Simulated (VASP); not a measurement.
# Pb (P6_3/mmc) in VASP: notebook, part 2 of 2

VASP 6.6.1. Earlier steps stand in the parts before.

## Step 3: Single point, PBE+D3(BJ)

This run uses another cell than the first one, of 32.07 Å³/atom, 1.012 times its volume.

Input file INCAR:

```
SYSTEM = Pb
  PREC = Accurate
  ENCUT = 520
  EDIFF = 1E-6
  ISMEAR = 0
  SIGMA = 0.1
  LREAL = .False.
  LASPH = .True.
  NELM = 80
  ALGO = Fast
  ISIF = 2
  LWAVE = .False.
  LCHARG = .False.
  GGA = PE
  IVDW = 12
  NBANDS = 21
```

Input file KPOINTS:

```
regular mesh
0
Gamma
  12 12 7
  0 0 0
```

Input file POSCAR:

```
Pb
1.0
    3.6697414728      0.0000000000      0.0000000000
   -1.8348707364      3.1780893408      0.0000000000
    0.0000000000      0.0000000000      5.4988168682
Pb
2
Direct
    0.6666666667      0.3333333333      0.2500000000
    0.3333333333      0.6666666667      0.7500000000
```

Potentials or basis: VASP PAW PBE potentials, release 64 (Pb_d).

On the command line:

```sh
> cat potpaw_PBE.64/Pb_d/POTCAR > POTCAR
> mpirun -np 1 vasp_std > vasp.out
```

OUTCAR:

```text
SYSTEM = Pb
   PREC = Accurate
   ENCUT = 520
   EDIFF = 1E-6
   ISMEAR = 0
   LREAL = .False.
   LASPH = .True.
   NELM = 80
   ISIF = 2
   GGA = PE
   IVDW = 12
 IVDW          = 12

 ion  position               nearest neighbor table
   1  0.667  0.333  0.250-   2 3.47   2 3.47   2 3.47   2 3.47   2 3.47   2 3.47
   2  0.333  0.667  0.750-   1 3.47   1 3.47   1 3.47   1 3.47   1 3.47   1 3.47

  LATTYP: Found a hexagonal cell.
 ALAT       =     3.6697414728
 C/A-ratio  =     1.4984207768

  Lattice vectors:

 A1 = (   3.6697414728,   0.0000000000,   0.0000000000)
 A2 = (  -1.8348707364,   3.1780893408,   0.0000000000)
 A3 = (   0.0000000000,   0.0000000000,   5.4988168682)

Analysis of symmetry for initial positions (statically):
=====================================================================
 Subroutine PRICEL returns:
 Original cell was already a primitive cell.

 Routine SETGRP: Setting up the symmetry group for a
 hexagonal supercell.

 Subroutine GETGRP returns: Found 24 space group operations
 (whereof 12 operations were pure point group operations)
 out of a pool of 24 trial point group operations.

The static configuration has the point symmetry D_3d.
 The point group associated with its full space group is D_6h.

Analysis of symmetry for dynamics (positions and initial velocities):
=====================================================================
 Subroutine PRICEL returns:
 Original cell was already a primitive cell.

 Routine SETGRP: Setting up the symmetry group for a
 hexagonal supercell.

 Subroutine GETGRP returns: Found 24 space group operations
 (whereof 12 operations were pure point group operations)
 out of a pool of 24 trial point group operations.

The dynamic configuration has the point symmetry D_3d.
 The point group associated with its full space group is D_6h.

 Subroutine INISYM returns: Found 24 space group operations
 (whereof 12 operations are pure point group operations),
 and found     1 'primitive' translations

----------------------------------------------------------------------------------------

                                     Primitive cell

  volume of cell :      64.1314

  direct lattice vectors                    reciprocal lattice vectors
     3.669741473  0.000000000  0.000000000     0.272498760  0.157327232  0.000000000
    -1.834870736  3.178089341  0.000000000     0.000000000  0.314654465  0.000000000
     0.000000000  0.000000000  5.498816868     0.000000000  0.000000000  0.181857302

  length of vectors
     3.669741473  3.669741473  5.498816868     0.314654465  0.314654465  0.181857302

  position of ions in fractional coordinates (direct lattice)
     0.666666667  0.333333333  0.250000000
     0.333333333  0.666666667  0.750000000

  ion indices of the primitive-cell ions
   primitive index   ion index
                 1           1
                 2           2

----------------------------------------------------------------------------------------

 KPOINTS: regular mesh

Automatic generation of k-mesh.
 Grid dimensions read from file:
 generate k-points for:   12   12    7

 Generating k-lattice:

  Cartesian coordinates                     Fractional coordinates (reciprocal lattice)
     0.022708230  0.013110603  0.000000000     0.083333333  0.000000000  0.000000000
     0.000000000  0.026221205  0.000000000     0.000000000  0.083333333  0.000000000
     0.000000000  0.000000000  0.025979615     0.000000000  0.000000000  0.142857143

  Length of vectors
     0.026221205  0.026221205  0.025979615

  Shift w.r.t. Gamma in fractional coordinates (k-lattice)
     0.000000000  0.000000000  0.000000000

 Subroutine IBZKPT returns following result:
 ===========================================

 Found     76 irreducible k-points:

 Following reciprocal coordinates:
            Coordinates               Weight
  0.000000  0.000000  0.000000      1.000000
  0.083333  0.000000  0.000000      6.000000
  0.166667  0.000000  0.000000      6.000000
  0.250000 -0.000000  0.000000      6.000000
  0.333333 -0.000000  0.000000      6.000000
  0.416667 -0.000000  0.000000      6.000000
[... 16 lines left out ...]
  0.250000 -0.000000  0.142857     12.000000
  0.333333 -0.000000  0.142857     12.000000
 [... further k-points ...]
   k-points           NKPTS =     76   k-points in BZ     NKDIM =     76   number of bands    NBANDS=     21
   number of dos      NEDOS =    301   number of ions     NIONS =      2
   total plane-waves  NPLWV =  32928
   dimension x,y,z NGX =    28 NGY =   28 NGZ =   42
   dimension x,y,z NGXF=    56 NGYF=   56 NGZF=   84
   ions per type =               2
   NGX,Y,Z   is equivalent  to a cutoff of  12.68, 12.68, 12.70 a.u.
   NGXF,Y,Z  is equivalent  to a cutoff of  25.37, 25.37, 25.40 a.u.
 SYSTEM =  Pb
   PREC   = accura    normal or accurate (medium, high low for compatibility)
   ISTART =      0    job   : 0-new  1-cont  2-samecut
   ICHARG =      2    charge: 1-file 2-atom 10-const
   ISPIN  =      1    spin polarized calculation?
   LNONCOLLINEAR =      F non collinear calculations
   LSORBIT =      F    spin-orbit coupling
   LASPH  =      T    aspherical Exc in radial PAW
   ENCUT  =  520.0 eV  38.22 Ry    6.18 a.u.   6.82  6.82 10.22*2*pi/ulx,y,z
   NELM   =     80;   NELMIN=  2; NELMDL= -5     # of ELM steps
   EDIFF  = 0.1E-05   stopping-criterion for ELM
   LREAL  =      F    real-space projection
   EDIFFG = 0.1E-04   stopping-criterion for IOM
   NSW    =      0    number of steps for IOM
   IBRION =     -1    ionic relax: 0-MD 1-quasi-New 2-CG
   NFREE  =      0    steps in history (QN), initial steepest desc. (CG)
   ISIF   =      2    stress and relaxation
   ISYM   =      2    0-nonsym 1-usesym 2-fastsym
   POTIM  = 0.5000    time-step for ionic-motion
   TEBEG  =    0.0;   TEEND  =   0.0 temperature during run
   PSTRESS=    0.0 pullay stress
   NELECT =      28.0000    total number of electrons
   NUPDOWN=      -1.0000    fix difference up-down
   EMIN   =  10.00;   EMAX   =-10.00  energy-range for DOS
   EFERMI =   0.00;   METHOD = LEGACY
   ISMEAR =     0;   SIGMA  =   0.10  broadening in eV -4-tet -1-fermi 0-gaus
   EFERMI_NEDOS =   21; number of points for ismear=-14 and -15
   IALGO  =     68    algorithm
   IMIX   =      4    mixing-type and parameters
     AMIX     =   0.40;   BMIX     =  1.00
     AMIX_MAG =   1.60;   BMIX_MAG =  1.00
  volume/ion in A,a.u.               =      32.07       216.39
  Fermi-wavevector in a.u.,A,eV,Ry     =   1.241949  2.346944 20.986147  1.542438
  Thomas-Fermi vector in A             =   2.376325
   LORBIT       =      0    0 simple, 1 ext, 2 COOP (PROOUT), +10 PAW based schemes
   GGA     = PE    functional components
   LHFCALC =     F    Hartree Fock is set to
   AEXX    =    0.0000 exact exchange contribution
   IVDW    =    12    specifies the selected vdW correction
   LEPSILON=     F    determine dielectric tensor
   LRPA    =     F    only Hartree local field effects (RPA)
 non-spin polarized calculation
 RMM-DIIS sequential band-by-band and
 Gauss-broadening in eV      SIGMA  =   0.10
  energy-cutoff  :      520.00
  volume of cell :       64.13
 maximum number of plane-waves:      1744
 NGX is ok and might be reduce to    28
   NGX = 13   NGY = 13   NGZ = 21

 number of electron      27.9999996 magnetization

 Free energy of the ion-electron system (eV)
  ---------------------------------------------------
  ext. energy  EPLUGINS =         0.00000000
  ---------------------------------------------------
  free energy    TOTEN  =        -7.05475581 eV

  energy without entropy =       -7.04814181  energy(sigma->0) =       -7.05144881

 E-fermi :   6.6389     XC(G=0):  -9.9179

 val. band max:        6.6192581127   @ k =   0.1667   0.1667   0.1429
 cond. band min:       6.6491613225   @ k =   0.4167   0.1667   0.0000
 fundamental gap:      0.0299032098
 Fermi energy:         6.6388911062

 k-point     1 :       0.0000    0.0000    0.0000
  band No.  band energies     occupation
      1     -10.3964      2.00000
      2     -10.3510      2.00000
      3     -10.3510      2.00000
      4     -10.3477      2.00000
      5     -10.3477      2.00000
      6     -10.3306      2.00000
[... 550 lines left out ...]
      5     -10.2765      2.00000
      6     -10.2473      2.00000
[... 13 lines left out ...]
     20      14.4693      0.00000
     21      17.3651      0.00000

 [... further k-points ...]

------------------------ aborting loop because EDIFF is reached ----------------------------------------

 Edisp (eV)   -0.77442

 E8    (eV) :    -0.3927

  FORCE on cell =-STRESS in cart. coord.  units (eV):
  Direction    XX          YY          ZZ          XY          YZ          ZX
  --------------------------------------------------------------------------------------
  -------------------------------------------------------------------------------------
  Total      -1.25310    -1.25310    -0.00439     0.00000    -0.00000    -0.00000
  in kB     -31.30582   -31.30582    -0.10961     0.00000    -0.00000    -0.00000
  external pressure =      -20.91 kB  Pullay stress =        0.00 kB

 VOLUME and BASIS-vectors are now :
 -----------------------------------------------------------------------------
  energy-cutoff  :      520.00
  volume of cell :       64.13
      direct lattice vectors                 reciprocal lattice vectors
     3.669741473  0.000000000  0.000000000     0.272498760  0.157327232  0.000000000
    -1.834870736  3.178089341  0.000000000     0.000000000  0.314654465  0.000000000
     0.000000000  0.000000000  5.498816868     0.000000000  0.000000000  0.181857302

 POSITION                                       TOTAL-FORCE (eV/Angst)
 -----------------------------------------------------------------------------------
      1.83487      1.05936      1.37470         0.000000      0.000000      0.000000
     -0.00000      2.11873      4.12411        -0.000000     -0.000000      0.000000
 -----------------------------------------------------------------------------------
    total drift:                               -0.000000      0.000000      0.000000

  FREE ENERGIE OF THE ION-ELECTRON SYSTEM (eV)
  ---------------------------------------------------
  free  energy   TOTEN  =        -7.8291746201 eV

  energy  without entropy=       -7.8225606160  energy(sigma->0) =       -7.82586762
```

stdout:

```text
POSCAR found type information on POSCAR Pb
 POSCAR found :  1 types and       2 ions
 scaLAPACK will be used
 LDA part: xc-table for (Slater+PW92), standard interpolation
 POSCAR, INCAR and KPOINTS ok, starting setup
 FFT: planning ... GRIDC
 FFT: planning ... GRID_SOFT
 FFT: planning ... GRID
 WAVECAR not read
 entering main loop
```

Wall time 52 s (1 thread of AMD EPYC 9R14 (Zen 4), shared host); peak memory 0.2 GiB.

What came out:

```yaml
Free_energy: -7.8292 eV
Pressure: -2.1 GPa
Band_gap_on_the_k_mesh: zero (band 14 reaches 11.37 eV, above the bottom of band 15 at 4.71 eV)
Dispersion_energy_per_atom: -0.387 eV
```

Caveat: spin-orbit coupling is left out, which moves the levels of the heavy elements; pairwise dispersion overbinds metals, which lowers pressure and volume.
